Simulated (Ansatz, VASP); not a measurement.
## Sn in VASP and in Ansatz

File INCAR:

```
PREC = Accurate
ENCUT = 520
EDIFF = 1E-6
ISMEAR = -1
SIGMA = 0.05
LREAL = F
LASPH = T
NELM = 60
ALGO = Normal
ISIF = 2
LWAVE = F
LCHARG = F
GGA = PS
NBANDS = 21
```

KPOINTS

```
regular mesh
0
Gamma
  8 8 8
```

POSCAR

```
Sn
1.0
    0.0000000000      3.2333428000      3.2333428000
    3.2333428000      0.0000000000      3.2333428000
    3.2333428000      3.2333428000      0.0000000000
Sn
2
Direct
   -0.1350000000      0.0450000000      0.0450000000
    0.3850000000      0.2050000000      0.2050000000
```

Input for Ansatz:

```yaml
crystal:
  lattice:
    - [0.0, 3.2333428, 3.2333428]
    - [3.2333428, 0.0, 3.2333428]
    - [3.2333428, 3.2333428, 0.0]
  atoms:
    - { symbol: Sn, position: [-0.135, 0.045, 0.045] }
    - { symbol: Sn, position: [0.385, 0.205, 0.205] }
kpoints:
  mp_grid: { grid: [8, 8, 8] }
scf:
  occupations: { method: fermi_dirac, width: 0.05 }
hamiltonian:
  xc: pbesol
  pseudopotentials: { kind: all_electron, lapw: { basis_error: 0.001 } }
output:
  forces: true
  stress: true
  eigenvalues: true
  populations: true
```

Change from the starting cell: shortest bond scaled by 0.64, LAPW.

Alike in both runs: task single point; functional PBEsol; k mesh 8 × 8 × 8; occupations fermi-dirac, width 0.05 eV; no spin polarisation.

|  | VASP | Ansatz |
| --- | --- | --- |
| version | VASP 6.6.1 | Ansatz 0.2.0 |
| potentials or method | VASP PAW PBE potentials, release 64 (Sn_d), cutoff 520 eV | all-electron LAPW, scalar-relativistic |

```csv
,VASP,Ansatz,Ansatz less VASP
pressure (GPa),57.1,59.3,+2.23
"traceless stress, the component that is largest in VASP (GPa)",-60.78,-63.13,-2.358
rms of the force components (eV/Å),25.275,26.308,+1.0326
```

VASP's potentials were made for PBE, not for PBEsol. Atom by atom the forces differ by 1.033 eV/Å (rms over components). Both programs put the cell under a high pressure, so it lies far from rest at this level. Ansatz ran all-electron here, and VASP with PAW potentials.
